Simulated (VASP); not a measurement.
# NaHgF3 (Pm-3m) in VASP: notebook

Aim: see how the results for NaHgF3 move with the level of theory and the settings. Levels: r2SCAN, PBE. Tasks: single point.

Everything below comes from runs of VASP 6.6.1. Logs are shortened: lines on timing, memory, paths and dates and some standing lists are left out, and cuts for length are marked.

## (1) The cell of the first run

It takes space group Pm-3m (No. 221, cubic). Conventional cell: a = 4.407 Å, b = 4.407 Å, c = 4.407 Å, α = 90.00°, β = 90.00°, γ = 90.00°. Na (site symmetry m-3m) has 12 F at 3.12 Å and 8 Hg at 3.82 Å within 4.1 Å. Hg (site symmetry m-3m) has 6 F at 2.20 Å within 2.9 Å. Within 2.9 Å of F (site symmetry 4/mmm) lie 2 Hg at 2.20 Å.

## (2) Single point, r2SCAN (17.12 Å³/atom)

Input file POSCAR:

```
NaHgF3
1.0
    4.4069819749      0.0000000000      0.0000000000
    0.0000000000      4.4069819749      0.0000000000
    0.0000000000      0.0000000000      4.4069819749
Na Hg F
1 1 3
Direct
    0.0000000000      0.0000000000      0.0000000000
    0.5000000000      0.5000000000      0.5000000000
    0.5000000000      0.5000000000      0.0000000000
    0.5000000000      0.0000000000      0.5000000000
    0.0000000000      0.5000000000      0.5000000000
```

Input file INCAR.step1:

```
ALGO     = Normal         # electronic algorithm
EDIFF    = 1E-5           # SCF threshold, eV
ENCUT    = 1250           # plane-wave cutoff, eV
GGA      = PE             # functional
GGA_COMPAT= False        
ISMEAR   = 0              # smearing method
LASPH    = True           # aspherical terms in the spheres
LCHARG   = False          # write CHGCAR
LREAL    = False          # projectors in reciprocal space
LWAVE    = True           # write WAVECAR
NBANDS   = 33             # bands
NELM     = 120            # most SCF steps
PREC     = Accurate       # precision mode
SIGMA    = 0.01           # smearing width, eV
```

Input file INCAR.step2:

```
ALGO     = Normal         # electronic algorithm
EDIFF    = 1E-6           # SCF threshold, eV
ENCUT    = 1250           # plane-wave cutoff, eV
GGA_COMPAT= False        
ISIF     = 2              # what is computed and relaxed
ISMEAR   = 0              # smearing method
ISTART   = 1            
LASPH    = True           # aspherical terms in the spheres
LCHARG   = False          # write CHGCAR
LMIXTAU  = True         
LREAL    = False          # projectors in reciprocal space
LWAVE    = False          # write WAVECAR
METAGGA  = R2SCAN         # meta-GGA
NBANDS   = 33             # bands
NELM     = 120            # most SCF steps
PREC     = Accurate       # precision mode
SIGMA    = 0.01           # smearing width, eV
```

Input file KPOINTS:

```
k-points
0
Gamma
  6 6 6
```

Potentials or basis: VASP PAW PBE potentials, release 64 (Na_sv, Hg_sv_GW, F).

Command:

```sh
cat potpaw_PBE.64/Na_sv/POTCAR potpaw_PBE.64/Hg_sv_GW/POTCAR potpaw_PBE.64/F/POTCAR > POTCAR
cp INCAR.step1 INCAR
mpirun -np 1 vasp_std > vasp.out
cp INCAR.step2 INCAR
mpirun -np 1 vasp_std > vasp.out
```

OUTCAR:

```text
EDIFF = 1E-6
   ENCUT = 1250
   ISIF = 2
   ISMEAR = 0
   ISTART = 1
   LASPH = True
   LREAL = False
   METAGGA = R2SCAN
   NELM = 120
   PREC = Accurate

 ion  position               nearest neighbor table
   1  0.000  0.000  0.000-
   2  0.500  0.500  0.500-   3 2.20   4 2.20   5 2.20   3 2.20   4 2.20   5 2.20
   3  0.500  0.500  0.000-   2 2.20   2 2.20
   4  0.500  0.000  0.500-   2 2.20   2 2.20
   5  0.000  0.500  0.500-   2 2.20   2 2.20

  LATTYP: Found a simple cubic cell.
 ALAT       =     4.4069819749

  Lattice vectors:

 A1 = (   4.4069819749,   0.0000000000,   0.0000000000)
 A2 = (   0.0000000000,   4.4069819749,   0.0000000000)
 A3 = (   0.0000000000,   0.0000000000,   4.4069819749)

Analysis of symmetry for initial positions (statically):
=====================================================================
 Subroutine PRICEL returns:
 Original cell was already a primitive cell.

 Routine SETGRP: Setting up the symmetry group for a
 simple cubic supercell.

 Subroutine GETGRP returns: Found 48 space group operations
 (whereof 48 operations were pure point group operations)
 out of a pool of 48 trial point group operations.

The static configuration has the point symmetry O_h .

Analysis of symmetry for dynamics (positions and initial velocities):
=====================================================================
 Subroutine PRICEL returns:
 Original cell was already a primitive cell.

 Routine SETGRP: Setting up the symmetry group for a
 simple cubic supercell.

 Subroutine GETGRP returns: Found 48 space group operations
 (whereof 48 operations were pure point group operations)
 out of a pool of 48 trial point group operations.

The dynamic configuration has the point symmetry O_h .

 Subroutine INISYM returns: Found 48 space group operations
 (whereof 48 operations are pure point group operations),
 and found     1 'primitive' translations

----------------------------------------------------------------------------------------

                                     Primitive cell

  volume of cell :      85.5902

  direct lattice vectors                    reciprocal lattice vectors
     4.406981975  0.000000000  0.000000000     0.226912659  0.000000000  0.000000000
     0.000000000  4.406981975  0.000000000     0.000000000  0.226912659  0.000000000
     0.000000000  0.000000000  4.406981975     0.000000000  0.000000000  0.226912659

  length of vectors
     4.406981975  4.406981975  4.406981975     0.226912659  0.226912659  0.226912659

  position of ions in fractional coordinates (direct lattice)
     0.000000000  0.000000000  0.000000000
     0.500000000  0.500000000  0.500000000
     0.500000000  0.500000000  0.000000000
     0.500000000  0.000000000  0.500000000
     0.000000000  0.500000000  0.500000000

  ion indices of the primitive-cell ions
   primitive index   ion index
                 1           1
                 2           2
                 3           3
                 4           4
                 5           5

----------------------------------------------------------------------------------------

 KPOINTS: k-points

Automatic generation of k-mesh.
 Grid dimensions read from file:
 generate k-points for:    6    6    6

 Generating k-lattice:

  Cartesian coordinates                     Fractional coordinates (reciprocal lattice)
     0.037818777  0.000000000  0.000000000     0.166666667  0.000000000  0.000000000
     0.000000000  0.037818777  0.000000000     0.000000000  0.166666667  0.000000000
     0.000000000  0.000000000  0.037818777     0.000000000  0.000000000  0.166666667

  Length of vectors
     0.037818777  0.037818777  0.037818777

  Shift w.r.t. Gamma in fractional coordinates (k-lattice)
     0.000000000  0.000000000  0.000000000

 Subroutine IBZKPT returns following result:
 ===========================================

 Found     20 irreducible k-points:

 Following reciprocal coordinates:
            Coordinates               Weight
  0.000000  0.000000  0.000000      1.000000
  0.166667  0.000000  0.000000      6.000000
  0.333333  0.000000  0.000000      6.000000
  0.500000  0.000000  0.000000      3.000000
  0.166667  0.166667  0.000000     12.000000
  0.333333  0.166667  0.000000     24.000000
[... 12 lines left out ...]
  0.500000  0.500000  0.333333      6.000000
  0.500000  0.500000  0.500000      1.000000
   k-points           NKPTS =     20   k-points in BZ     NKDIM =     20   number of bands    NBANDS=     33
   number of dos      NEDOS =    301   number of ions     NIONS =      5
   total plane-waves  NPLWV = 157464
   dimension x,y,z NGX =    54 NGY =   54 NGZ =   54
   dimension x,y,z NGXF=   108 NGYF=  108 NGZF=  108
   ions per type =               1   1   3
   NGX,Y,Z   is equivalent  to a cutoff of  20.37, 20.37, 20.37 a.u.
   NGXF,Y,Z  is equivalent  to a cutoff of  40.74, 40.74, 40.74 a.u.
 SYSTEM =  unknown system
   PREC   = accura    normal or accurate (medium, high low for compatibility)
   ISTART =      1    job   : 0-new  1-cont  2-samecut
   ICHARG =      0    charge: 1-file 2-atom 10-const
   ISPIN  =      1    spin polarized calculation?
   LNONCOLLINEAR =      F non collinear calculations
   LSORBIT =      F    spin-orbit coupling
   LASPH  =      T    aspherical Exc in radial PAW
   ENCUT  = 1250.0 eV  91.87 Ry    9.59 a.u.  12.70 12.70 12.70*2*pi/ulx,y,z
   NELM   =    120;   NELMIN=  2; NELMDL=  0     # of ELM steps
   EDIFF  = 0.1E-05   stopping-criterion for ELM
   LREAL  =      F    real-space projection
   EDIFFG = 0.1E-04   stopping-criterion for IOM
   NSW    =      0    number of steps for IOM
   IBRION =     -1    ionic relax: 0-MD 1-quasi-New 2-CG
   NFREE  =      0    steps in history (QN), initial steepest desc. (CG)
   ISIF   =      2    stress and relaxation
   ISYM   =      2    0-nonsym 1-usesym 2-fastsym
   POTIM  = 0.5000    time-step for ionic-motion
   TEBEG  =    0.0;   TEEND  =   0.0 temperature during run
   PSTRESS=    0.0 pullay stress
   NELECT =      50.0000    total number of electrons
   NUPDOWN=      -1.0000    fix difference up-down
   EMIN   =  10.00;   EMAX   =-10.00  energy-range for DOS
   EFERMI =   0.00;   METHOD = LEGACY
   ISMEAR =     0;   SIGMA  =   0.01  broadening in eV -4-tet -1-fermi 0-gaus
   EFERMI_NEDOS =   21; number of points for ismear=-14 and -15
   IALGO  =     38    algorithm
   IMIX   =      4    mixing-type and parameters
     AMIX     =   0.40;   BMIX     =  1.00
     AMIX_MAG =   1.60;   BMIX_MAG =  1.00
  volume/ion in A,a.u.               =      17.12       115.52
  Fermi-wavevector in a.u.,A,eV,Ry     =   1.368538  2.586162 25.482304  1.872897
  Thomas-Fermi vector in A             =   2.494493
   LORBIT       =      0    0 simple, 1 ext, 2 COOP (PROOUT), +10 PAW based schemes
   METAGGA = R2SCAN    functional components
   LHFCALC =     F    Hartree Fock is set to
   AEXX    =    0.0000 exact exchange contribution
   IVDW    =     0    specifies the selected vdW correction
   LEPSILON=     F    determine dielectric tensor
   LRPA    =     F    only Hartree local field effects (RPA)
 non-spin polarized calculation
 Gauss-broadening in eV      SIGMA  =   0.01
  energy-cutoff  :     1250.00
  volume of cell :       85.59
 maximum number of plane-waves:      8642
 NGX is ok and might be reduce to    54
   NGX = 25   NGY = 25   NGZ = 25

 number of electron      49.9999998 magnetization

 Free energy of the ion-electron system (eV)
  ---------------------------------------------------
  ext. energy  EPLUGINS =         0.00000000
  ---------------------------------------------------
  free energy    TOTEN  =       -71.63442287 eV

  energy without entropy =      -71.63442287  energy(sigma->0) =      -71.63442287

 E-fermi :   0.7782     XC(G=0):  -9.0085

 val. band max:        0.5209600883   @ k =   0.5000   0.5000   0.5000
 cond. band min:       1.2602822448   @ k =   0.0000   0.0000   0.0000
 fundamental gap:      0.7393221566
 Fermi energy:         0.7782146225

 k-point     1 :       0.0000    0.0000    0.0000
  band No.  band energies     occupation
      1    -114.3143      2.00000
      2     -62.1918      2.00000
      3     -62.1918      2.00000
      4     -62.1918      2.00000
      5     -53.6223      2.00000
      6     -24.0157      2.00000
[... 25 lines left out ...]
     32      10.8479      0.00000
     33      15.0637      0.00000

 k-point     2 :       0.1667    0.0000    0.0000
  band No.  band energies     occupation
      1    -114.3143      2.00000
      2     -62.1919      2.00000
      3     -62.1918      2.00000
      4     -62.1918      2.00000
      5     -53.6223      2.00000
      6     -24.0182      2.00000
[... 25 lines left out ...]
     32      12.3683      0.00000
     33      14.0062      0.00000

 k-point     3 :       0.3333    0.0000    0.0000
  band No.  band energies     occupation
      1    -114.3143      2.00000
      2     -62.1921      2.00000
      3     -62.1918      2.00000
      4     -62.1918      2.00000
      5     -53.6223      2.00000
      6     -24.0231      2.00000
[... 25 lines left out ...]
     32      12.7197      0.00000
     33      12.7197      0.00000

 k-point     4 :       0.5000    0.0000    0.0000
  band No.  band energies     occupation
      1    -114.3143      2.00000
      2     -62.1923      2.00000
      3     -62.1918      2.00000
      4     -62.1918      2.00000
      5     -53.6222      2.00000
      6     -24.0255      2.00000
[... 529 lines left out ...]
     32      11.2477      0.00000
     33      11.4088      0.00000

 k-point    19 :       0.5000    0.5000    0.3333
  band No.  band energies     occupation
      1    -114.3143      2.00000
      2     -62.1922      2.00000
      3     -62.1922      2.00000
      4     -62.1921      2.00000
      5     -53.6222      2.00000
      6     -24.0183      2.00000
[... 25 lines left out ...]
     32      10.4820      0.00000
     33      10.4820      0.00000

 k-point    20 :       0.5000    0.5000    0.5000
  band No.  band energies     occupation
      1    -114.3143      2.00000
      2     -62.1922      2.00000
      3     -62.1922      2.00000
      4     -62.1922      2.00000
      5     -53.6222      2.00000
      6     -24.0174      2.00000
[... 25 lines left out ...]
     32       9.4844      0.00000
     33       9.4844      0.00000

------------------------ aborting loop because EDIFF is reached ----------------------------------------

  FORCE on cell =-STRESS in cart. coord.  units (eV):
  Direction    XX          YY          ZZ          XY          YZ          ZX
  --------------------------------------------------------------------------------------
  -------------------------------------------------------------------------------------
  Total        2.2759584      2.2759584      2.2759584      0.0000000     -0.0000000      0.0000000
  in kB       42.6040698     42.6040698     42.6040698      0.0000000     -0.0000000      0.0000000
  external PRESSURE =      42.6040698 kB  Pullay stress =       0.0000000 kB

 VOLUME and BASIS-vectors are now :
 -----------------------------------------------------------------------------
  energy-cutoff  :     1250.00
  volume of cell :       85.59
      direct lattice vectors                 reciprocal lattice vectors
     4.406981975  0.000000000  0.000000000     0.226912659  0.000000000  0.000000000
     0.000000000  4.406981975  0.000000000     0.000000000  0.226912659  0.000000000
     0.000000000  0.000000000  4.406981975     0.000000000  0.000000000  0.226912659

 POSITION                                       TOTAL-FORCE (eV/Angst)
 -----------------------------------------------------------------------------------
      0.00000      0.00000      0.00000         0.000000      0.000000      0.000000
      2.20349      2.20349      2.20349         0.000000      0.000000      0.000000
      2.20349      2.20349      0.00000         0.000000      0.000000      0.000000
      2.20349      0.00000      2.20349         0.000000      0.000000      0.000000
      0.00000      2.20349      2.20349         0.000000      0.000000      0.000000
 -----------------------------------------------------------------------------------
    total drift:                                0.000000      0.000000      0.000000

  FREE ENERGIE OF THE ION-ELECTRON SYSTEM (eV)
  ---------------------------------------------------
  free  energy   TOTEN  =       -71.6344228729 eV

  energy  without entropy=      -71.6344228729  energy(sigma->0) =      -71.63442287
```

Wall time 17 min (1 thread of Intel Xeon Platinum 8259CL at 2.50GHz (Skylake/Cascade Lake), shared host); peak memory 0.58 GiB.

What came out:

- Free energy: -71.6344 eV
- Pressure: 4.3 GPa
- Band gap on the k mesh: 0.74 eV (least direct gap 4.06 eV)

Caveat: the cell stands under pressure; the PAW data sets were made with another functional, which shifts forces and pressure a little; spin-orbit coupling is left out, which moves the levels of the heavy elements. A k mesh can miss the band edges.

## (3) Single point, r2SCAN (17.66 Å³/atom)

This run uses another cell than the first one, of 17.66 Å³/atom.

Changes to POSCAR since step 2:

```diff
@@ -2,5 +2,5 @@
 1.0
-    4.4069819749      0.0000000000      0.0000000000
-    0.0000000000      4.4069819749      0.0000000000
-    0.0000000000      0.0000000000      4.4069819749
+    4.4533746681      0.0000000000      0.0000000000
+    0.0000000000      4.4533746681      0.0000000000
+    0.0000000000      0.0000000000      4.4533746681
 Na Hg F
```

Input file INCAR.step1:

```
PREC = Accurate
ENCUT = 1250
ISMEAR = 0
SIGMA = 0.01
LREAL = F
LASPH = T
NELM = 120
NBANDS = 33
GGA = PE
ALGO = Normal
EDIFF = 1E-5
LWAVE = T
LCHARG = F
GGA_COMPAT = F
```

Input file INCAR.step2:

```
PREC = Accurate
ENCUT = 1250
EDIFF = 1E-6
ISMEAR = 0
SIGMA = 0.01
LREAL = F
LASPH = T
NELM = 120
ALGO = Normal
ISIF = 2
LWAVE = F
LCHARG = F
METAGGA = R2SCAN
LMIXTAU = T
NBANDS = 33
ISTART = 1
GGA_COMPAT = F
```

Input file KPOINTS:

```
Automatic mesh
0
Gamma
  6 6 6
```

Potentials or basis: VASP PAW PBE potentials, release 64 (Na_sv, Hg_sv_GW, F).

Command:

```sh
cat potpaw_PBE.64/Na_sv/POTCAR potpaw_PBE.64/Hg_sv_GW/POTCAR potpaw_PBE.64/F/POTCAR > POTCAR
cp INCAR.step1 INCAR
mpirun -np 1 vasp_std > vasp.out
cp INCAR.step2 INCAR
mpirun -np 1 vasp_std > vasp.out
```

Wall time 11 min (1 thread of Intel Xeon Platinum 8488C (Sapphire Rapids), shared host); peak memory 0.61 GiB.

It converged, with:

```yaml
Free_energy: -71.6874 eV
Pressure: 1.9 GPa
Band_gap_on_the_k_mesh: 0.81 eV (least direct gap 3.98 eV)
```

Levels at points of the mesh, in eV from the valence-band top:
```tsv
k point	band 23	band 24	band 25	band 26	band 27	band 28
(0.00, 0.00, 0.00)	-3.17	-3.17	-3.17	0.81	5.62	10.13
(0.50, 0.00, 0.00)	-2.58	-2.58	-2.09	3.55	5.09	8.31
(0.50, 0.50, 0.00)	-2.58	-2.57	0.00	5.22	6.67	6.90
(0.50, 0.50, 0.50)	-2.54	0.00	0.00	6.55	6.83	8.24
```

Caveat: the PAW data sets were made with another functional, which shifts forces and pressure a little; spin-orbit coupling is left out, which moves the levels of the heavy elements. A k mesh can miss the band edges.

[end of part 1 of 2]
